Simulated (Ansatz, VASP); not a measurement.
## One calculation of Pt, two programs

```xyz
8
Lattice="4.9956 0.0000 0.0000 0.0000 4.9956 0.0000 0.0000 0.0000 4.9956" Properties=species:S:1:pos:R:3 pbc="T T T"
Pt    2.4978    2.4978    2.4978
Pt    0.0000    0.0000    0.0000
Pt    1.2489    0.0000    2.4978
Pt    2.4978    1.2489    0.0000
Pt    2.4978    3.7467    0.0000
Pt    3.7467    0.0000    2.4978
Pt    0.0000    2.4978    3.7467
Pt    0.0000    2.4978    1.2489
```

Alike in both runs: functional PBEsol; k mesh 4 × 4 × 4; occupations gaussian, width 0.1 eV; no spin polarisation.

Ansatz relaxed the structure, and its values are those at the end. VASP's run is a single point on that final structure, the one shown.

```csv
,VASP,Ansatz
version,VASP 6.6.1,Ansatz 0.2.0
potentials or method,"VASP PAW PBE potentials, release 64 (Pt), cutoff 520 eV","scalar-relativistic, plane waves, PAW"
valence electrons in the cell,80,144
```

Ansatz gave:

| Property | Result |
| --- | --- |
| gap on the k mesh at the Fermi level (eV) | none |
| pressure (GPa) | 0.1 |

Question: Estimate VASP's values.

Answer: gap on the k mesh at the Fermi level (eV): none; pressure (GPa): -0.3.

VASP's potentials were made for PBE, not for PBEsol. A gap of «none» marks a metal or a gap that the smearing closes. With one functional, cell and mesh, what is left measures potentials, basis and numerics. VASP's potentials hold 80 valence electrons a cell and Ansatz's 144, so a difference there can come from the potentials and not from the codes.

Spin-orbit coupling is off throughout.
